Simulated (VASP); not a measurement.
**W: single point with PBE+D4**

W:

```xyz
1
Lattice="-1.5808 1.5808 1.5808 1.5808 -1.5808 1.5808 1.5808 1.5808 -1.5808" Properties=species:S:1:pos:R:3 pbc="T T T"
W     0.0000    0.0000    0.0000
```

```yaml
Program: VASP 6.6.1
Task: single point
Functional: PBE
Dispersion: D4
Potentials_or_basis: VASP PAW PBE potentials, release 64 (W_sv)
Cutoff: 520 eV
k_mesh: 12 × 12 × 12
Occupations: fermi-dirac, width 0.05 eV
Spin: no spin polarisation
```

* Pressure: 0.5 GPa
* Band gap on the k mesh: zero (band 7 reaches 16.68 eV, above the bottom of band 8 at 10.26 eV)
* Dispersion energy per atom: -0.724 eV

Levels at points of the mesh, in eV from the Fermi level:
```tsv
k point	band 4	band 5	band 6	band 7	band 8	band 9	band 10	band 11
(0.00, 0.00, 0.00)	-37.65	-9.57	-1.15	-1.15	-1.15	2.36	2.36	14.61
(0.50, 0.00, 0.00)	-37.66	-6.21	-3.50	0.78	2.25	3.23	6.27	11.22
(0.50, 0.50, 0.50)	-38.56	-5.77	-5.77	5.28	5.28	5.28	8.36	8.36
```

Run time: 6.2 s on 1 thread of Intel(R) Xeon(R) 6975P-C (Granite Rapids), on a shared host, peak memory 0.13 GiB.

Caveat: spin-orbit coupling is left out, which moves the levels of the heavy elements; pairwise dispersion overbinds metals, which lowers pressure and volume.
